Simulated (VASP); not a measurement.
Here is a VASP 6.6.1 calculation.

Contents of INCAR:

```
SYSTEM = Cd
PREC = Accurate
ENCUT = 520
EDIFF = 1E-6
ISMEAR = 0
SIGMA = 0.05
LREAL = .False.
LASPH = .True.
NELM = 80
ALGO = Normal
ISIF = 2
LWAVE = .False.
LCHARG = .True.
GGA = PE
LELF = .True.
LVHAR = .True.
NBANDS = 12
```

The input KPOINTS:

```
Automatic mesh
0
Gamma
  8 8 8
  0 0 0
```

Contents of POSCAR:

```
Cd
1.0
    1.8142421367      1.8142421367      1.8142421367
   -1.8142421367      1.8142421367      1.8142421367
   -1.8142421367     -1.8142421367      1.8142421367
Cd
1
Direct
    0.0000000000      0.0000000000      0.0000000000
```

Potentials or basis: VASP PAW PBE potentials, release 64 (Cd).

Command:

```sh
$ cat potpaw_PBE.64/Cd/POTCAR > POTCAR
$ mpirun -np 1 vasp_std > vasp.out
```

Task: What does it give for the band gap on the k mesh?

Result: Zero (band 6 reaches 5.64 eV, above the bottom of band 7 at 1.23 eV).

Task: Estimate the pressure.

Result: 0.2 GPa.
